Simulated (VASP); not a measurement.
## ZnSe: single point with r2SCAN

The system is ZnSe.

```
CELL_PARAMETERS angstrom
0.00000 2.83242 2.86074
2.83242 0.00000 2.86074
2.83242 2.83242 0.00000
ATOMIC_POSITIONS crystal
Zn 0.00000 0.00000 0.00000
Se 0.25000 0.25000 0.25000
```

This cell differs from its parent crystal: uniaxial z strain +1.0%.

- Program: VASP 6.6.1
- Task: single point
- Functional: r2SCAN
- Potentials or basis: VASP PAW PBE potentials, release 64 (Zn, Se)
- Cutoff: 520 eV
- k mesh: 8 × 8 × 8
- Occupations: fermi-dirac, width 0.02 eV
- Spin: non-collinear spin, zero start, spin-orbit coupling
- Starting moments: [[0.0, 0.0, 0.0], [0.0, 0.0, 0.0]] μB

```json
{"Pressure": "-0.5 GPa", "Net moment": "0.00 μB per cell", "Valence electrons inside the program's atomic spheres": "Zn 10.75; Se 3.94"}
```

Stress tensor (GPa, compression positive):
```
-0.39  0.00  0.00
 0.00 -0.39  0.00
 0.00  0.00 -0.78
```

Moments on the atoms (μB; x, y, z):
```
Zn  0.00 0.00 0.00
Se  0.00 0.00 0.00
```

It took 43 min on 1 thread of Oxide Virtual Turin-like Processor (shared host), peak memory 0.41 GiB.

Caveat: the cell differs from its parent crystal (uniaxial z strain +1.0%); the PAW data sets were made with another functional, which shifts forces and pressure a little.
